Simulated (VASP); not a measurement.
Set up this calculation in VASP 6.6.1, as the native input.

- Task: single point
- Functional: PBE
- Potentials or basis: VASP PAW PBE potentials, release 64 (Ga_d, S)
- Cutoff: 520 eV
- k mesh: 6 × 6 × 4
- Occupations: gaussian, width 0.1 eV
- Spin: no spin polarisation
- Dipole correction: no
- Further INCAR settings: ALGO = Normal; EDIFF = 1e-06; NBANDS = 34

The structure of Ga3S2 lies in POSCAR:

```
Ga3S2
1.0
    4.4375904500      0.0000000000      0.0000000000
   -2.2187952200      3.8430660600      0.0000000000
    0.0000000000      0.0000000000      5.5041394600
Ga S
3 2
Direct
    0.6666666700      0.3333333300      0.2422697800
    0.6666666700      0.3333333300      0.7577302200
    0.0000000000      0.0000000000      0.5000000000
    0.0000000000      0.0000000000      0.0000000000
    0.3333333300      0.6666666700      0.5000000000
```

One way to write it, as run:

INCAR

```
SYSTEM = Ga3S2
ALGO = Normal
EDIFF = 1E-6
ENCUT = 520
GGA = PE
ISIF = 2
ISMEAR = 0
LASPH = .TRUE.
LCHARG = .TRUE.
LELF = .TRUE.
LREAL = .FALSE.
LVHAR = .TRUE.
LWAVE = .FALSE.
NBANDS = 34
NELM = 80
PREC = Accurate
SIGMA = 0.1
```

KPOINTS

```
k-points
0
G
  6 6 4
  0 0 0
```

Potentials or basis: VASP PAW PBE potentials, release 64 (Ga_d, S).

Launch:

```console
$ cat potpaw_PBE.64/Ga_d/POTCAR potpaw_PBE.64/S/POTCAR > POTCAR
$ mpirun -np 1 vasp_std > vasp.out
```

Results of the run:

- Pressure: 5.4 GPa
- Largest force: 0.723 eV/Å

It took 74 s on 1 thread of Intel(R) Xeon(R) Platinum 8175M CPU @ 2.50GHz (Skylake/Cascade Lake), on a shared host, peak memory 0.24 GiB.
